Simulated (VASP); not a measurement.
Here is a VASP 6.6.1 calculation.

The input INCAR:

```
ALGO = Normal
EDIFF = 1E-7
EDIFFG = -0.03
ENCUT = 500
GGA = PS
GGA_COMPAT = F
IBRION = 2
ISIF = 8
ISMEAR = -1
ISYM = -1
LASPH = T
LCHARG = F
LREAL = Auto
LWAVE = F
NELM = 120
NELMIN = 4
NSW = 100
PREC = Accurate
SIGMA = 0.05
```

File KPOINTS:

```
explicit points
1
Reciprocal
  0.25000000   0.25000000   0.25000000 1
```

The input POSCAR:

```
Al9Ga7P16
1.0
   10.9122690000      0.0000000000      0.0000000000
    0.0000000000     10.9122690000      0.0000000000
    0.0000000000      0.0000000000     10.9122690000
Al Ga P
18 14 32
Direct
    0.9986760000      0.0006740000      0.9996690000
    0.0018450000      0.9987480000      0.4993940000
    0.0018450000      0.5025740000      0.0036990000
    0.0016640000      0.5024090000      0.4985960000
    0.4989590000      0.9975140000      0.4992070000
    0.4958940000      0.4990340000      0.9984630000
    0.4988140000      0.4989710000      0.4957490000
    0.2462390000      0.7487690000      0.5004970000
    0.7499200000      0.2478410000      0.0003160000
    0.7485440000      0.7486880000      0.0009060000
    0.2470290000      0.9993860000      0.2476680000
    0.2518060000      0.9980290000      0.7477230000
    0.7520660000      0.0009810000      0.7499410000
    0.7503250000      0.4997450000      0.2530690000
    0.7513170000      0.4990540000      0.7532120000
    0.0001960000      0.2506200000      0.2507100000
    0.5001220000      0.2507170000      0.2497040000
    0.4980140000      0.7501800000      0.2496120000
    0.4998530000      0.0033320000      0.9947070000
    0.2529590000      0.2495430000      0.0005830000
    0.2455890000      0.2477350000      0.4962840000
    0.2469720000      0.7502670000      0.9983380000
    0.7498930000      0.2500850000      0.4992250000
    0.7495690000      0.7472280000      0.5013930000
    0.2492730000      0.4996980000      0.2510580000
    0.2493360000      0.4988080000      0.7470820000
    0.7515800000      0.9987800000      0.2447190000
    0.9991650000      0.2501440000      0.7523300000
    0.9995650000      0.7488160000      0.2499820000
    0.9987060000      0.7516060000      0.7466280000
    0.5009190000      0.2523710000      0.7514970000
    0.4983200000      0.7481180000      0.7491180000
    0.1273060000      0.1261790000      0.1264000000
    0.1269480000      0.1209930000      0.6256540000
    0.1230630000      0.6230180000      0.1250430000
    0.1249610000      0.6265860000      0.6277360000
    0.6259130000      0.1237680000      0.1214660000
    0.6247430000      0.1273050000      0.6277520000
    0.6248140000      0.6264520000      0.1258120000
    0.6252370000      0.6235040000      0.6236940000
    0.3734570000      0.3763860000      0.1235860000
    0.3746780000      0.3742530000      0.6241940000
    0.3767090000      0.8777840000      0.1248720000
    0.3734530000      0.8751360000      0.6256800000
    0.8752620000      0.3715560000      0.1259930000
    0.8734100000      0.3755550000      0.6249620000
    0.8770460000      0.8750840000      0.1269980000
    0.8749890000      0.8761180000      0.6266930000
    0.3740390000      0.1236100000      0.3740810000
    0.3773280000      0.1242700000      0.8783720000
    0.3752760000      0.6265180000      0.3727100000
    0.3771100000      0.6267760000      0.8737710000
    0.8758540000      0.1258890000      0.3764920000
    0.8768830000      0.1235700000      0.8720060000
    0.8764640000      0.6244400000      0.3765290000
    0.8736840000      0.6240970000      0.8731990000
    0.1265550000      0.3738960000      0.3734610000
    0.1261760000      0.3756190000      0.8718980000
    0.1228220000      0.8750890000      0.3749170000
    0.1234300000      0.8758730000      0.8742610000
    0.6255860000      0.3730250000      0.3744480000
    0.6278150000      0.3731830000      0.8775960000
    0.6222620000      0.8735310000      0.3763880000
    0.6264110000      0.8731870000      0.8760160000
```

Potentials or basis: VASP PAW PBE potentials, release 64 (Al, Ga_d, P).

The run is started by

```bash
$ cat potpaw_PBE.64/Al/POTCAR potpaw_PBE.64/Ga_d/POTCAR potpaw_PBE.64/P/POTCAR > POTCAR
$ mpirun -np 1 vasp_std > vasp.out
```

(1) Estimate the space group after relaxing (to 0.1 Å).

(2) Predict the relaxed cell.

## Answers

(1) P1 (No. 1).

(2) a = 10.915 Å, b = 10.915 Å, c = 10.915 Å, α = 90.00°, β = 90.00°, γ = 90.00°.
